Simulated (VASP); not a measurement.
Input of a VASP 6.6.1 run:

Contents of INCAR:

```
SYSTEM = Ag3Sb2
ALGO = Normal
EDIFF = 1E-6
ENCUT = 500
GGA = PE
GGA_COMPAT = .FALSE.
ISIF = 2
ISMEAR = 0
LASPH = .TRUE.
LCHARG = .FALSE.
LREAL = .FALSE.
LWAVE = .FALSE.
NBANDS = 30
NELM = 120
PREC = Accurate
SIGMA = 0.2
```

KPOINTS

```
k-points
0
G
  4 4 2
  0 0 0
```

The input POSCAR:

```
Ag3Sb2
1.0
    4.5951057614      0.0000000029      0.0000000000
   -2.2975528832      3.9794783210      0.0000000000
    0.0000000000      0.0000000000      8.4975040210
Ag Sb
3 2
Direct
    0.3333333333      0.6666666667      0.5000000000
    0.6666666667      0.3333333333      0.5000000000
    0.0000000000      0.0000000000      0.0000000000
    0.0000000000      0.0000000000      0.3152097525
    0.0000000000      0.0000000000      0.6847902475
```

Potentials or basis: VASP PAW PBE potentials, release 64 (Ag, Sb).

Command:

```sh
$ cat potpaw_PBE.64/Ag/POTCAR potpaw_PBE.64/Sb/POTCAR > POTCAR
$ mpirun -np 1 vasp_std > vasp.out
```

Predict the pressure.

-0.1 GPa.

Estimate the band gap on the k mesh.

zero (an odd number of electrons rules out a gap without spin polarisation).

What does it give for the largest force?

0.007 eV/Å.

Forces in eV/Å, atoms in the order of the input:
```
Ag   0.000  0.000  0.000
Ag   0.000  0.000  0.000
Ag   0.000  0.000  0.000
Sb   0.000  0.000 -0.007
Sb   0.000  0.000  0.007
```

Caveat: the k points lie up to 0.39 Å⁻¹ apart, too coarse for converged energies and pressures of a metal; spin-orbit coupling is left out, which moves the levels of the heavy elements.
